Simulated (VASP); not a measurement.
A run of VASP 6.6.1 is set up as follows.

Contents of INCAR:

```
SYSTEM = Li2BrCl
PREC = Accurate
ENCUT = 520
EDIFF = 1E-6
ISMEAR = 0
SIGMA = 0.01
LREAL = .False.
LASPH = .True.
NELM = 80
ALGO = Normal
ISIF = 2
LWAVE = .False.
LCHARG = .False.
GGA = PE
NBANDS = 18
```

The input KPOINTS:

```
regular mesh
0
Gamma
  6 6 6
  0 0 0
```

POSCAR

```
Li2BrCl
1.0
    1.8487556130      1.0673795508      6.0309774673
   -1.8487556130      1.0673795508      6.0309774673
    0.0000000000     -2.1347591017      6.0309774673
Cl Br Li
1 1 2
Direct
    1.0000000000      0.0000000000      0.0000000000
    0.5000000000      0.5000000000      0.5000000000
    0.2543785645      0.2543785645      0.2543785645
    0.7456214355      0.7456214355      0.7456214355
```

Potentials or basis: VASP PAW PBE potentials, release 64 (Cl, Br, Li_sv).

The run is started by

```console
$ cat potpaw_PBE.64/Cl/POTCAR potpaw_PBE.64/Br/POTCAR potpaw_PBE.64/Li_sv/POTCAR > POTCAR
$ mpirun -np 1 vasp_std > vasp.out
```

Task: Estimate the largest force.

Result: 0.014 eV/Å.

Task: Predict the band gap on the k mesh.

Result: 5.26 eV, direct.

Forces on the atoms (eV/Å):
```
Cl   0.000  0.000  0.000
Br   0.000  0.000  0.000
Li   0.000  0.000  0.014
Li   0.000  0.000 -0.014
```

 A k mesh can miss the band edges.
